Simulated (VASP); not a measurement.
# Si5Ge2 (P-4m2) in VASP: single point with PBE

Aim: the single point of Si5Ge2 with PBE.

Everything below comes from runs of VASP 6.6.1. Logs are shortened: lines on timing, memory, paths and dates and some standing lists are left out, and cuts for length are marked.

## 1. The cell of the first run

It takes space group P-4m2 (No. 115, tetragonal). Conventional cell: a = 4.735 Å, b = 4.735 Å, c = 6.062 Å, α = 90.00°, β = 90.00°, γ = 90.00°. Within 3.1 Å of Si (site symmetry m) lie 4 Si at 2.33 to 2.52 Å and 3 Ge at 2.82 to 3.03 Å. Si (site symmetry -4m2) has 4 Ge at 2.64 Å and 8 Si at 3.37 Å within 3.5 Å. Within 3.5 Å of Ge (site symmetry 2mm) lie 10 Si at 2.64 to 3.46 Å.

## 2. Single point, PBE

Input file INCAR:

```
SYSTEM = Si5Ge2
PREC = Accurate ; ENCUT = 500
EDIFF = 1E-6 ; ISMEAR = 0
SIGMA = 0.2 ; LREAL = .FALSE.
LASPH = .TRUE. ; NELM = 120
ALGO = Normal ; ISIF = 2
LWAVE = .FALSE. ; LCHARG = .FALSE.
GGA = PE ; NBANDS = 33
GGA_COMPAT = .FALSE.
```

Input file KPOINTS:

```
Automatic mesh
0
G
  4 4 2
  0 0 0
```

Input file POSCAR:

```
Si5Ge2
1.0
    4.7347179295      0.0000000000      0.0000000000
    0.0000000000      4.7347179295      0.0000000000
    0.0000000000      0.0000000000      6.0616161342
Si Ge
5 2
Direct
    0.7464130519      0.0000000000      0.1535696051
    0.2535869481      0.0000000000      0.1535696051
    0.0000000000      0.2535869481      0.8464303949
    0.0000000000      0.7464130519      0.8464303949
    0.5000000000      0.5000000000      0.5000000000
    0.0000000000      0.5000000000      0.3085553152
    0.5000000000      0.0000000000      0.6914446848
```

Potentials or basis: VASP PAW PBE potentials, release 64 (Si, Ge_d).

Run with:

```sh
cat potpaw_PBE.64/Si/POTCAR potpaw_PBE.64/Ge_d/POTCAR > POTCAR
mpirun -np 1 vasp_std > vasp.out
```

OUTCAR:

```text
SYSTEM = Si5Ge2
   PREC = Accurate
   ENCUT = 500
   EDIFF = 1E-6
   ISMEAR = 0
   LREAL = .FALSE.
   LASPH = .TRUE.
   NELM = 120
   ISIF = 2
   GGA = PE

 ion  position               nearest neighbor table
   1  0.746  0.000  0.154-   2 2.33   2 2.40   3 2.52   4 2.52   6 2.82   6 2.82   7 3.03
   2  0.254  0.000  0.154-   1 2.33   1 2.40   4 2.52   3 2.52   6 2.82   6 2.82   7 3.03
   3  0.000  0.254  0.846-   4 2.33   4 2.40   1 2.52   2 2.52   7 2.82   7 2.82   6 3.03
   4  0.000  0.746  0.846-   3 2.33   3 2.40   2 2.52   1 2.52   7 2.82   7 2.82   6 3.03
   5  0.500  0.500  0.500-   6 2.64   7 2.64   7 2.64   6 2.64
   6  0.000  0.500  0.309-   5 2.64   5 2.64   1 2.82   1 2.82   2 2.82   2 2.82   3 3.03   4 3.03

   7  0.500  0.000  0.691-   5 2.64   5 2.64   3 2.82   4 2.82   3 2.82   4 2.82   1 3.03   2 3.03

  LATTYP: Found a simple tetragonal cell.
 ALAT       =     4.7347179295
 C/A-ratio  =     1.2802486282

  Lattice vectors:

 A1 = (   4.7347179295,   0.0000000000,   0.0000000000)
 A2 = (   0.0000000000,   4.7347179295,   0.0000000000)
 A3 = (   0.0000000000,   0.0000000000,   6.0616161342)

Analysis of symmetry for initial positions (statically):
=====================================================================
 Subroutine PRICEL returns:
 Original cell was already a primitive cell.

 Routine SETGRP: Setting up the symmetry group for a
 simple tetragonal supercell.

 Subroutine GETGRP returns: Found  8 space group operations
 (whereof  8 operations were pure point group operations)
 out of a pool of 16 trial point group operations.

The static configuration has the point symmetry D_2d.

Analysis of symmetry for dynamics (positions and initial velocities):
=====================================================================
 Subroutine PRICEL returns:
 Original cell was already a primitive cell.

 Routine SETGRP: Setting up the symmetry group for a
 simple tetragonal supercell.

 Subroutine GETGRP returns: Found  8 space group operations
 (whereof  8 operations were pure point group operations)
 out of a pool of 16 trial point group operations.

The dynamic configuration has the point symmetry D_2d.

 Subroutine INISYM returns: Found  8 space group operations
 (whereof  8 operations are pure point group operations),
 and found     1 'primitive' translations

----------------------------------------------------------------------------------------

                                     Primitive cell

  volume of cell :     135.8866

  direct lattice vectors                    reciprocal lattice vectors
     4.734717930  0.000000000  0.000000000     0.211205824  0.000000000  0.000000000
     0.000000000  4.734717930  0.000000000     0.000000000  0.211205824  0.000000000
     0.000000000  0.000000000  6.061616134     0.000000000  0.000000000  0.164972505

  length of vectors
     4.734717930  4.734717930  6.061616134     0.211205824  0.211205824  0.164972505

  position of ions in fractional coordinates (direct lattice)
     0.746413052  0.000000000  0.153569605
     0.253586948  0.000000000  0.153569605
     0.000000000  0.253586948  0.846430395
     0.000000000  0.746413052  0.846430395
     0.500000000  0.500000000  0.500000000
     0.000000000  0.500000000  0.308555315
     0.500000000  0.000000000  0.691444685

  ion indices of the primitive-cell ions
   primitive index   ion index
                 1           1
                 2           2
                 3           3
                 4           4
                 5           5
                 6           6
                 7           7

----------------------------------------------------------------------------------------

 KPOINTS: Automatic mesh

Automatic generation of k-mesh.
 Grid dimensions read from file:
 generate k-points for:    4    4    2

 Generating k-lattice:

  Cartesian coordinates                     Fractional coordinates (reciprocal lattice)
     0.052801456  0.000000000  0.000000000     0.250000000  0.000000000  0.000000000
     0.000000000  0.052801456  0.000000000     0.000000000  0.250000000  0.000000000
     0.000000000  0.000000000  0.082486253     0.000000000  0.000000000  0.500000000

  Length of vectors
     0.052801456  0.052801456  0.082486253

  Shift w.r.t. Gamma in fractional coordinates (k-lattice)
     0.000000000  0.000000000  0.000000000

 Subroutine IBZKPT returns following result:
 ===========================================

 Found     12 irreducible k-points:

 Following reciprocal coordinates:
            Coordinates               Weight
  0.000000  0.000000  0.000000      1.000000
  0.250000  0.000000  0.000000      4.000000
  0.500000  0.000000  0.000000      2.000000
  0.250000  0.250000  0.000000      4.000000
  0.500000  0.250000  0.000000      4.000000
  0.500000  0.500000  0.000000      1.000000
  0.000000  0.000000  0.500000      1.000000
  0.250000  0.000000  0.500000      4.000000
  0.500000  0.000000  0.500000      2.000000
  0.250000  0.250000  0.500000      4.000000
  0.500000  0.250000  0.500000      4.000000
  0.500000  0.500000  0.500000      1.000000
   k-points           NKPTS =     12   k-points in BZ     NKDIM =     12   number of bands    NBANDS=     33
   number of dos      NEDOS =    301   number of ions     NIONS =      7
   total plane-waves  NPLWV =  62208
   dimension x,y,z NGX =    36 NGY =   36 NGZ =   48
   dimension x,y,z NGXF=    72 NGYF=   72 NGZF=   96
   ions per type =               5   2
   NGX,Y,Z   is equivalent  to a cutoff of  12.64, 12.64, 13.16 a.u.
   NGXF,Y,Z  is equivalent  to a cutoff of  25.28, 25.28, 26.33 a.u.
 SYSTEM =  Si5Ge2
   PREC   = accura    normal or accurate (medium, high low for compatibility)
   ISTART =      0    job   : 0-new  1-cont  2-samecut
   ICHARG =      2    charge: 1-file 2-atom 10-const
   ISPIN  =      1    spin polarized calculation?
   LNONCOLLINEAR =      F non collinear calculations
   LSORBIT =      F    spin-orbit coupling
   LASPH  =      T    aspherical Exc in radial PAW
   ENCUT  =  500.0 eV  36.75 Ry    6.06 a.u.   8.63  8.63 11.05*2*pi/ulx,y,z
   NELM   =    120;   NELMIN=  2; NELMDL= -5     # of ELM steps
   EDIFF  = 0.1E-05   stopping-criterion for ELM
   LREAL  =      F    real-space projection
   EDIFFG = 0.1E-04   stopping-criterion for IOM
   NSW    =      0    number of steps for IOM
   IBRION =     -1    ionic relax: 0-MD 1-quasi-New 2-CG
   NFREE  =      0    steps in history (QN), initial steepest desc. (CG)
   ISIF   =      2    stress and relaxation
   ISYM   =      2    0-nonsym 1-usesym 2-fastsym
   POTIM  = 0.5000    time-step for ionic-motion
   TEBEG  =    0.0;   TEEND  =   0.0 temperature during run
   PSTRESS=    0.0 pullay stress
   NELECT =      48.0000    total number of electrons
   NUPDOWN=      -1.0000    fix difference up-down
   EMIN   =  10.00;   EMAX   =-10.00  energy-range for DOS
   EFERMI =   0.00;   METHOD = LEGACY
   ISMEAR =     0;   SIGMA  =   0.20  broadening in eV -4-tet -1-fermi 0-gaus
   EFERMI_NEDOS =   21; number of points for ismear=-14 and -15
   IALGO  =     38    algorithm
   IMIX   =      4    mixing-type and parameters
     AMIX     =   0.40;   BMIX     =  1.00
     AMIX_MAG =   1.60;   BMIX_MAG =  1.00
  volume/ion in A,a.u.               =      19.41       131.00
  Fermi-wavevector in a.u.,A,eV,Ry     =   1.157257  2.186898 18.221507  1.339243
  Thomas-Fermi vector in A             =   2.293870
   LORBIT       =      0    0 simple, 1 ext, 2 COOP (PROOUT), +10 PAW based schemes
   GGA     = PE    functional components
   LHFCALC =     F    Hartree Fock is set to
   AEXX    =    0.0000 exact exchange contribution
   IVDW    =     0    specifies the selected vdW correction
   LEPSILON=     F    determine dielectric tensor
   LRPA    =     F    only Hartree local field effects (RPA)
 non-spin polarized calculation
 Gauss-broadening in eV      SIGMA  =   0.20
  energy-cutoff  :      500.00
  volume of cell :      135.89
 maximum number of plane-waves:      3468
 NGX is ok and might be reduce to    36
   NGX = 17   NGY = 17   NGZ = 23

 number of electron      48.0000037 magnetization

 Free energy of the ion-electron system (eV)
  ---------------------------------------------------
  ext. energy  EPLUGINS =         0.00000000
  ---------------------------------------------------
  free energy    TOTEN  =       -31.85224678 eV

  energy without entropy =      -31.80056447  energy(sigma->0) =      -31.82640563

 E-fermi :   6.5106     XC(G=0): -10.0962

 val. band max:        6.4721932298   @ k =   0.2500   0.0000   0.0000
 cond. band min:       6.5965656785   @ k =   0.5000   0.2500   0.0000
 fundamental gap:      0.1243724487
 Fermi energy:         6.5105531373

 k-point     1 :       0.0000    0.0000    0.0000
  band No.  band energies     occupation
      1     -18.3591      2.00000
      2     -18.3590      2.00000
      3     -18.3541      2.00000
      4     -18.3541      2.00000
      5     -18.3325      2.00000
      6     -18.3294      2.00000
[... 25 lines left out ...]
     32      10.4607      0.00000
     33      10.6559      0.00000

 k-point     2 :       0.2500    0.0000    0.0000
  band No.  band energies     occupation
      1     -18.3590      2.00000
      2     -18.3583      2.00000
      3     -18.3543      2.00000
      4     -18.3541      2.00000
      5     -18.3322      2.00000
      6     -18.3301      2.00000
[... 25 lines left out ...]
     32      10.4453      0.00000
     33      11.1113      0.00000
[... 322 lines left out ...]
     32      10.6810      0.00000
     33      10.8473      0.00000

 k-point    12 :       0.5000    0.5000    0.5000
  band No.  band energies     occupation
      1     -18.3574      2.00000
      2     -18.3574      2.00000
      3     -18.3554      2.00000
      4     -18.3536      2.00000
      5     -18.3317      2.00000
      6     -18.3317      2.00000
[... 25 lines left out ...]
     32      10.9390      0.00000
     33      11.1053      0.00000

------------------------ aborting loop because EDIFF is reached ----------------------------------------

  FORCE on cell =-STRESS in cart. coord.  units (eV):
  Direction    XX          YY          ZZ          XY          YZ          ZX
  --------------------------------------------------------------------------------------
  -------------------------------------------------------------------------------------
  Total       -0.0603099     -0.0603099     -0.0817931      0.0000000      0.0000000      0.0000000
  in kB       -0.7110869     -0.7110869     -0.9643850      0.0000000      0.0000000      0.0000000
  external PRESSURE =      -0.7955196 kB  Pullay stress =       0.0000000 kB

 VOLUME and BASIS-vectors are now :
 -----------------------------------------------------------------------------
  energy-cutoff  :      500.00
  volume of cell :      135.89
      direct lattice vectors                 reciprocal lattice vectors
     4.734717930  0.000000000  0.000000000     0.211205824  0.000000000  0.000000000
     0.000000000  4.734717930  0.000000000     0.000000000  0.211205824  0.000000000
     0.000000000  0.000000000  6.061616134     0.000000000  0.000000000  0.164972505

 POSITION                                       TOTAL-FORCE (eV/Angst)
 -----------------------------------------------------------------------------------
      3.53406      0.00000      0.93088        -0.045610      0.000000      0.007454
      1.20066      0.00000      0.93088         0.045610      0.000000      0.007454
      0.00000      1.20066      5.13074        -0.000000      0.045610     -0.007454
      0.00000      3.53406      5.13074        -0.000000     -0.045610     -0.007454
      2.36736      2.36736      3.03081        -0.000000     -0.000000     -0.000000
      0.00000      2.36736      1.87034        -0.000000      0.000000      0.002008
      2.36736      0.00000      4.19127        -0.000000      0.000000     -0.002008
 -----------------------------------------------------------------------------------
    total drift:                                0.000000      0.000000      0.000000

  FREE ENERGIE OF THE ION-ELECTRON SYSTEM (eV)
  ---------------------------------------------------
  free  energy   TOTEN  =       -31.8522467807 eV

  energy  without entropy=      -31.8005644719  energy(sigma->0) =      -31.82640563
```

Run time: 48 s. Hardware: 1 thread of Intel Xeon Platinum 8259CL at 2.50GHz (Skylake/Cascade Lake), shared host; peak memory 0.24 GiB.

Results:

```
Free energy            : -31.8522 eV
Pressure               : -0.1 GPa
Largest force          : 0.046 eV/Å
Band gap on the k mesh : zero (band 24 reaches 7.91 eV, above the bottom of band 25 at 5.40 eV)
```

Forces on the atoms (eV/Å):
```
Si  -0.046  0.000  0.007
Si   0.046  0.000  0.007
Si   0.000  0.046 -0.007
Si   0.000 -0.046 -0.007
Si   0.000  0.000  0.000
Ge   0.000  0.000  0.002
Ge   0.000  0.000 -0.002
```

Levels at points of the mesh, in eV from the Fermi level:
```tsv
k point	band 21	band 22	band 23	band 24	band 25	band 26	band 27	band 28
(0.00, 0.00, 0.00)	-2.67	-2.67	-1.81	-1.81	-1.11	0.61	1.92	1.92
(0.50, 0.00, 0.00)	-2.39	-1.41	-0.48	-0.29	-0.21	0.90	0.90	1.26
(0.50, 0.50, 0.00)	-3.61	-2.49	1.40	1.40	2.44	2.75	3.21	3.50
(0.00, 0.00, 0.50)	-2.46	-1.01	-0.53	0.12	0.12	0.81	0.95	1.57
(0.50, 0.00, 0.50)	-2.34	-2.29	-1.75	-1.29	-0.77	0.42	2.35	2.53
(0.50, 0.50, 0.50)	-1.64	-0.30	-0.30	0.58	1.09	1.14	2.01	2.01
```

Caveat: the k points lie up to 0.52 Å⁻¹ apart.
